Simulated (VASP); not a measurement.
# MgO (Periclase) (Fm-3m) in VASP: notebook, part 2 of 2

VASP 6.6.1. The steps go on from the part before.

**3. Single point, PBE (volume scaled by 0.880)**

Contents of INCAR:

```
ALGO = Normal ; EDIFF = 1E-6
ENCUT = 520 ; GGA = PE
ISIF = 2 ; ISMEAR = 0
LASPH = T ; LCHARG = T
LELF = T ; LREAL = F
LVHAR = T ; LWAVE = F
NBANDS = 11 ; NELM = 60
PREC = Accurate ; SIGMA = 0.05
```

Contents of KPOINTS:

```
k-points
0
Gamma
  10 10 10
```

Contents of POSCAR:

```
MgO
1.0
    0.0000000000      2.0387677804      2.0387677804
    2.0387677804      0.0000000000      2.0387677804
    2.0387677804      2.0387677804      0.0000000000
Mg O
1 1
Direct
    0.0000000000      0.0000000000      0.0000000000
    0.5000000000      0.5000000000      0.5000000000
```

Potentials or basis: VASP PAW PBE potentials, release 64 (Mg, O).

The run is started by

```bash
$ cat potpaw_PBE.64/Mg/POTCAR potpaw_PBE.64/O/POTCAR > POTCAR
$ mpirun -np 1 vasp_std > vasp.out
```

OUTCAR:

```text
EDIFF = 1E-6
   ENCUT = 520
   GGA = PE
   ISIF = 2
   ISMEAR = 0
   LASPH = T
   LREAL = F
   NELM = 60
   PREC = Accurate

 ion  position               nearest neighbor table
   1  0.000  0.000  0.000-   2 2.04   2 2.04   2 2.04   2 2.04   2 2.04   2 2.04
   2  0.500  0.500  0.500-   1 2.04   1 2.04   1 2.04   1 2.04   1 2.04   1 2.04

  LATTYP: Found a face centered cubic cell.
 ALAT       =     4.0775355608

  Lattice vectors:

 A1 = (   0.0000000000,   2.0387677804,   2.0387677804)
 A2 = (   2.0387677804,   0.0000000000,   2.0387677804)
 A3 = (   2.0387677804,   2.0387677804,   0.0000000000)

Analysis of symmetry for initial positions (statically):
=====================================================================
 Subroutine PRICEL returns:
 Original cell was already a primitive cell.

 Routine SETGRP: Setting up the symmetry group for a
 face centered cubic supercell.

 Subroutine GETGRP returns: Found 48 space group operations
 (whereof 48 operations were pure point group operations)
 out of a pool of 48 trial point group operations.

The static configuration has the point symmetry O_h .

Analysis of symmetry for dynamics (positions and initial velocities):
[... 171 lines left out ...]
      3       3.9587      2.00000
      4       3.9587      2.00000
      5       9.6929      0.00000
      6      20.3055      0.00000
      7      20.3055      0.00000
      8      20.3055      0.00000
      9      24.4876      0.00000
     10      26.3810      0.00000
     11      26.3810      0.00000
[... 309 lines left out ...]
 k-point    24 :       0.4000    0.3000    0.0000
  band No.  band energies     occupation
      1     -12.3620      2.00000
      2       0.0538      2.00000
      3       2.5088      2.00000
      4       2.7533      2.00000
      5      14.1724      0.00000
      6      14.8059      0.00000
      7      18.6370      0.00000
      8      23.4551      0.00000
      9      23.6819      0.00000
     10      30.0686      0.00000
     11      32.9683      0.00000

 [... further k-points ...]

------------------------ aborting loop because EDIFF is reached ----------------------------------------

  FORCE on cell =-STRESS in cart. coord.  units (eV):
  Direction    XX          YY          ZZ          XY          YZ          ZX
  --------------------------------------------------------------------------------------
  -------------------------------------------------------------------------------------
  Total        2.5276831      2.5276831      2.5276831     -0.0000000      0.0000000      0.0000000
  in kB      238.9460931    238.9460931    238.9460931     -0.0000000      0.0000000      0.0000000
  external PRESSURE =     238.9460931 kB  Pullay stress =       0.0000000 kB

 VOLUME and BASIS-vectors are now :
 -----------------------------------------------------------------------------
  energy-cutoff  :      520.00
  volume of cell :       16.95
      direct lattice vectors                 reciprocal lattice vectors
     0.000000000  2.038767780  2.038767780    -0.245246175  0.245246175  0.245246175
     2.038767780  0.000000000  2.038767780     0.245246175 -0.245246175  0.245246175
     2.038767780  2.038767780  0.000000000     0.245246175  0.245246175 -0.245246175

 POSITION                                       TOTAL-FORCE (eV/Angst)
 -----------------------------------------------------------------------------------
      0.00000      0.00000      0.00000         0.000000      0.000000     -0.000000
      2.03877      2.03877      2.03877        -0.000000     -0.000000      0.000000
 -----------------------------------------------------------------------------------
    total drift:                               -0.000000     -0.000000      0.000000

  FREE ENERGIE OF THE ION-ELECTRON SYSTEM (eV)
  ---------------------------------------------------
  free  energy   TOTEN  =       -11.7608362315 eV

  energy  without entropy=      -11.7608362315  energy(sigma->0) =      -11.76083623
```

stdout:

```text
POSCAR found type information on POSCAR MgO
 POSCAR found :  2 types and       2 ions
 scaLAPACK will be used
 LDA part: xc-table for (Slater+PW92), standard interpolation
 POSCAR, INCAR and KPOINTS ok, starting setup
 FFT: planning ... GRIDC
 FFT: planning ... GRID_SOFT
 FFT: planning ... GRID
 WAVECAR not read
 entering main loop
```

It took 6.5 s on 1 thread of Intel Xeon 6975P-C, shared host; peak memory 0.14 GiB.

What came out:

| Quantity | Value |
| --- | --- |
| Free energy | -11.7608 eV |
| Pressure | 23.9 GPa |
| Band gap on the k mesh | 5.73 eV, direct |

Levels at points of the mesh, in eV from the valence-band top:
```csv
k point,band 2,band 3,band 4,band 5,band 6,band 7
"(0.00, 0.00, 0.00)",0.00,0.00,0.00,5.73,16.35,16.35
"(0.50, 0.00, 0.00)",-5.06,-0.77,-0.77,8.53,13.74,17.34
"(0.50, 0.50, 0.00)",-4.50,-1.49,-1.49,9.22,11.08,14.17
```

Caveat: the cell differs from its parent crystal (volume scaled by 0.880).

**4. Single point, PBE**

This run uses another cell than the first one, of 9.63 Å³/atom, 1.087 times its volume.

Contents of INCAR:

```
SYSTEM = MgO
PREC = Accurate ; ENCUT = 520
EDIFF = 1E-6 ; ISMEAR = 0
SIGMA = 0.05 ; LREAL = .FALSE.
LASPH = .TRUE. ; NELM = 60
ALGO = Normal ; ISIF = 2
LWAVE = .FALSE. ; LCHARG = .TRUE.
GGA = PE ; LELF = .TRUE.
LVHAR = .TRUE. ; NBANDS = 11
```

Contents of KPOINTS:

```
Automatic mesh
0
G
  10 10 10
  0 0 0
```

Contents of POSCAR:

```
MgO
1.0
    0.0000000000      2.1275194423      2.1275194423
    2.1275194423      0.0000000000      2.1275194423
    2.1275194423      2.1275194423      0.0000000000
Mg O
1 1
Direct
    0.0000000000      0.0000000000      0.0000000000
    0.5000000000      0.5000000000      0.5000000000
```

The run is started by

```bash
$ cat potpaw_PBE.64/Mg/POTCAR potpaw_PBE.64/O/POTCAR > POTCAR
$ mpirun -np 1 vasp_std > vasp.out
```

Wall time 6.6 s (1 thread of Intel Xeon 6975P-C, shared host); peak memory 0.14 GiB.

The run converged. Its results:

```yaml
Free_energy: -11.9116 eV
Pressure: -0.9 GPa
Band_gap_on_the_k_mesh: 4.44 eV, direct
```

Levels at points of the mesh, in eV from the valence-band top:
```tsv
k point	band 1	band 2	band 3	band 4	band 5	band 6	band 7	band 8	band 9
(0.00, 0.00, 0.00)	-17.11	0.00	0.00	0.00	4.44	15.63	15.63	15.63	19.46
(0.50, 0.00, 0.00)	-15.90	-4.48	-0.62	-0.62	7.70	12.26	16.00	16.00	20.44
(0.50, 0.50, 0.00)	-15.65	-3.96	-1.31	-1.31	9.08	9.64	12.78	18.51	18.51
```

**5. The runs side by side**

```tsv
cell	gap on the mesh (eV)	pressure (GPa)
a = 2.926 Å, angles 60.0°, 2 atoms	5.26	13.9
a = 2.883 Å, angles 60.0°, 2 atoms	5.73	23.9
a = 3.009 Å, angles 60.0°, 2 atoms	4.44	-0.9
```

Alike in all rows: task single point; level PBE; potentials or basis VASP PAW PBE potentials, release 64 (Mg, O); no spin polarisation; k mesh 10 × 10 × 10; cutoff (eV) 520; smearing gaussian 0.05 eV.

Absolute energies hang on the potentials; compare differences alone.

**6. Comparison with measurements**

Step 4. A measured gap of MgO is 7.83 eV (quoted in “Electronic structure of alkaline earth and post-transition metal oxides”, 2009, arxiv:0908.1581); the calculated 4.44 eV misses it by -3.39 eV. The value is that of PBE, without temperature or zero-point motion. Semilocal functionals fall short of measured gaps as a rule.
